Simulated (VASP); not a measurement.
Wanted: the native input for a VASP 6.6.1 run.

```yaml
Task: single point
Functional: r2SCAN
Potentials_or_basis: VASP PAW PBE potentials, release 64 (K_sv, Cl)
Cutoff: 550 eV
k_mesh: 6 × 6 × 6
Occupations: gaussian, width 0.05 eV
Spin: no spin polarisation
Dipole_correction: no
Further_INCAR_settings: ALGO = Normal; EDIFF = 1e-06; NBANDS = 15
```

KCl:

```
K Cl
1.0
     0.00000    3.40859    3.15610
     3.40859    0.00000    3.15610
     3.40859    3.40859    0.00000
K Cl
1 1
Direct
  0.00000 0.00000 0.00000
  0.50000 0.50000 0.50000
```

This cell differs from its parent crystal: strain +0.080 along x and y, +0.000 along z.

The input as run:

POSCAR

```
KCl
1.0
    0.0000000000      3.4085880000      3.1561000000
    3.4085880000      0.0000000000      3.1561000000
    3.4085880000      3.4085880000      0.0000000000
K Cl
1 1
Direct
    0.0000000000      0.0000000000      0.0000000000
    0.5000000000      0.5000000000      0.5000000000
```

INCAR.step1

```
SYSTEM = KCl
PREC = Accurate ; ENCUT = 550
ISMEAR = 0 ; SIGMA = 0.05
LREAL = .False. ; LASPH = .True.
NELM = 120 ; NBANDS = 15
GGA = PE ; ALGO = Normal
EDIFF = 1E-5 ; LWAVE = .True.
LCHARG = .False. ; GGA_COMPAT = .False.
```

INCAR.step2

```
SYSTEM = KCl
PREC = Accurate ; ENCUT = 550
EDIFF = 1E-6 ; ISMEAR = 0
SIGMA = 0.05 ; LREAL = .False.
LASPH = .True. ; NELM = 120
ALGO = Normal ; ISIF = 2
LWAVE = .False. ; LCHARG = .False.
METAGGA = R2SCAN ; LMIXTAU = .True.
NBANDS = 15 ; ISTART = 1
GGA_COMPAT = .False.
```

KPOINTS

```
regular mesh
0
Gamma
  6 6 6
  0 0 0
```

Potentials or basis: VASP PAW PBE potentials, release 64 (K_sv, Cl).

The run is started by

```console
$ cat potpaw_PBE.64/K_sv/POTCAR potpaw_PBE.64/Cl/POTCAR > POTCAR
$ cp INCAR.step1 INCAR
$ mpirun -np 1 vasp_std > vasp.out
$ cp INCAR.step2 INCAR
$ mpirun -np 1 vasp_std > vasp.out
```

Results of the run:

- Pressure: -1.9 GPa
- Band gap on the k mesh: 5.29 eV

Caveat: the cell differs from its parent crystal (strain +0.080 along x and y, +0.000 along z); the PAW data sets were made with another functional, which shifts forces and pressure a little.

Run time: 4.9 min on 1 thread of AMD EPYC 7R13 (shared host), peak memory 0.21 GiB.
